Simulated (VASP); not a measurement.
Input of a VASP 6.6.1 run:

The input POSCAR:

```
Mo
1.0
    2.7075856644      0.0000000000      0.0000000000
   -1.3537928322      2.3448379683      0.0000000000
    0.0000000000      0.0000000000      2.6099175529
Mo
1
Direct
    0.0000000000      0.0000000000      0.5000000000
```

Contents of INCAR.step1:

```
SYSTEM = Mo
PREC     = Accurate       ! precision mode
ENCUT    = 520            ! plane-wave cutoff, eV
ISMEAR   = 0              ! smearing method
SIGMA    = 0.15           ! smearing width, eV
LREAL    = .FALSE.        ! projectors in reciprocal space
LASPH    = .TRUE.         ! aspherical terms in the spheres
NELM     = 60             ! most SCF steps
NBANDS   = 13             ! bands
GGA      = PE             ! functional
ALGO     = Normal         ! electronic algorithm
EDIFF    = 1E-4           ! SCF threshold, eV
LWAVE    = .TRUE.         ! write WAVECAR
LCHARG   = .FALSE.        ! write CHGCAR
```

File INCAR.step2:

```
SYSTEM = Mo
PREC     = Accurate       ! precision mode
ENCUT    = 520            ! plane-wave cutoff, eV
EDIFF    = 1E-7           ! SCF threshold, eV
ISMEAR   = 0              ! smearing method
SIGMA    = 0.15           ! smearing width, eV
LREAL    = .FALSE.        ! projectors in reciprocal space
LASPH    = .TRUE.         ! aspherical terms in the spheres
NELM     = 60             ! most SCF steps
ALGO     = Normal         ! electronic algorithm
ISIF     = 2              ! what is computed and relaxed
LWAVE    = .FALSE.        ! write WAVECAR
LCHARG   = .TRUE.         ! write CHGCAR
METAGGA  = R2SCAN         ! meta-GGA
LMIXTAU  = .TRUE.       
LELF     = .TRUE.         ! ELF
LVHAR    = .TRUE.       
NBANDS   = 13             ! bands
ISTART   = 1
```

Contents of KPOINTS:

```
Automatic mesh
0
G
  24 24 24
  0 0 0
```

Potentials or basis: VASP PAW PBE potentials, release 64 (Mo_sv).

The run is started by

```console
$ cat potpaw_PBE.64/Mo_sv/POTCAR > POTCAR
$ cp INCAR.step1 INCAR
$ mpirun -np 1 vasp_std > vasp.out
$ cp INCAR.step2 INCAR
$ mpirun -np 1 vasp_std > vasp.out
```

Question: Predict the band gap on the k mesh.

Answer: Zero (band 7 reaches 12.61 eV, above the bottom of band 8 at 10.65 eV).

Question: What does it give for the pressure?

Answer: 2.4 GPa.

Stress tensor (GPa, compression positive):
```
 7.59  0.00  0.00
 0.00  7.59  0.00
 0.00  0.00 -8.08
```

Caveat: the cell differs from its parent crystal (strain -0.015 along x and y, +0.030 along z); the PAW data sets were made with another functional, which shifts forces and pressure a little.
